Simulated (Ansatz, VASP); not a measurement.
# One calculation of Fe, two programs

File INCAR:

```
SYSTEM = Fe
  ALGO = Fast
  EDIFF = 1E-6
  ENCUT = 520
  GGA = PS
  ISIF = 2
  ISMEAR = -1
  ISPIN = 2
  LASPH = .TRUE.
  LCHARG = .TRUE.
  LDAU = .TRUE.
  LDAUJ = 0
  LDAUL = 2
  LDAUPRINT = 1
  LDAUTYPE = 2
  LDAUU = 2
  LELF = .TRUE.
  LMAXMIX = 4
  LORBIT = 11
  LREAL = .FALSE.
  LVHAR = .TRUE.
  LWAVE = .FALSE.
  MAGMOM = 3
  NBANDS = 14
  NELM = 150
  PREC = Accurate
  SIGMA = 0.05
```

KPOINTS

```
k-points
0
G
  13 13 13
  0 0 0
```

POSCAR

```
Fe
1.0
   -1.4430000000      1.4430000000      1.4430000000
    1.4430000000     -1.4430000000      1.4430000000
    1.4430000000      1.4430000000     -1.4430000000
Fe
1
Direct
    0.0000000000      0.0000000000      0.0000000000
```

The input input.yaml:

```yaml
crystal:
  lattice:
    - [-1.443, 1.443, 1.443]
    - [1.443, -1.443, 1.443]
    - [1.443, 1.443, -1.443]
  atoms:
    - { symbol: Fe, position: [0.0, 0.0, 0.0], spin: 3.0 }
kpoints:
  mp_grid: { grid: [13, 13, 13] }
scf:
  occupations: { method: fermi_dirac, width: 0.05 }
hamiltonian:
  xc: pbesol
  pseudopotentials: { kind: all_electron, lapw: { basis_error: 0.001 } }
  hubbard:
    sites: [{ species: Fe, l: d, u_eff: 2 }]
    double_counting: fll
    projectors: ortho-atomic
magnetization:
  spin_polarized: true
output:
  forces: true
  stress: true
  eigenvalues: true
  dos: { projected: false, de: 0.1, e_range: [-10, 10] }
  hubbard: {}
```

Alike in both runs: functional PBEsol; k mesh 13 × 13 × 13; occupations fermi-dirac, width 0.05 eV; collinear spin; Hubbard terms Fe d U = 2.0 eV.

|  | VASP | Ansatz |
| --- | --- | --- |
| version | VASP 6.6.1 | Ansatz 0.2.0 |
| potentials or method | VASP PAW PBE potentials, release 64 (Fe), cutoff 520 eV | all-electron LAPW, scalar-relativistic |
| task | single point | density of states |

```csv
,VASP,Ansatz,Ansatz less VASP
gap on the k mesh at the Fermi level (eV),none,none,-
pressure (GPa),-7.4,-6.7,+0.61
net moment per atom (μB),2.66,2.65,-0.010
size of the moment on the site where the two differ most (μB),2.71,2.73,+0.019
```

VASP's potentials were made for PBE, not for PBEsol. Site moments also hang on the region over which each program counts them. The programs project onto different local orbitals, so the same U acts differently, and such runs can settle in different states. A gap of «none» marks a metal or a gap that the smearing closes. Ansatz ran all-electron here, and VASP with PAW potentials.

Noted on Ansatz's run: the magnetic state may not be the lowest; U is the effective U less J, on atomic orbitals that reach past the spheres.
